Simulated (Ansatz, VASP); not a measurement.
## Two plane-wave programs on CdS

```xyz
2
Lattice="0.0000 2.9499 2.8319 2.9499 0.0000 2.8319 2.9499 2.9499 0.0000" Properties=species:S:1:pos:R:3 pbc="T T T"
Cd    0.0000    0.0000    0.0000
S     4.4248    4.4248    4.2478
```

Alike in both runs: task single point; functional r2SCAN; k mesh 10 × 10 × 10; occupations gaussian, width 0.05 eV; no spin polarisation.

|  | VASP | Ansatz |
| --- | --- | --- |
| version | VASP 6.6.1 | Ansatz 0.2.0 |
| potentials or method | VASP PAW PBE potentials, release 64 (Cd, S), cutoff 520 eV | scalar-relativistic, plane waves, PAW |
| valence electrons in the cell | 18 | 26 |

VASP gave:

- gap on the k mesh at the Fermi level (eV): 1.53
- least direct gap on the mesh (eV): 1.53
- pressure (GPa): 2.2
- traceless stress, the component that is largest in VASP (GPa): 0.38

Q: What did Ansatz give for the same quantities?

A: gap on the k mesh at the Fermi level (eV): 1.53; least direct gap on the mesh (eV): 1.53; pressure (GPa): 1.9; traceless stress, the component that is largest in VASP (GPa): 0.39.

VASP's potentials were made for PBE, not for r2SCAN. The functional is the same, so the differences come from potentials, cutoffs and numerics. VASP's potentials hold 18 valence electrons a cell and Ansatz's 26, so a difference there can come from the potentials and not from the codes.
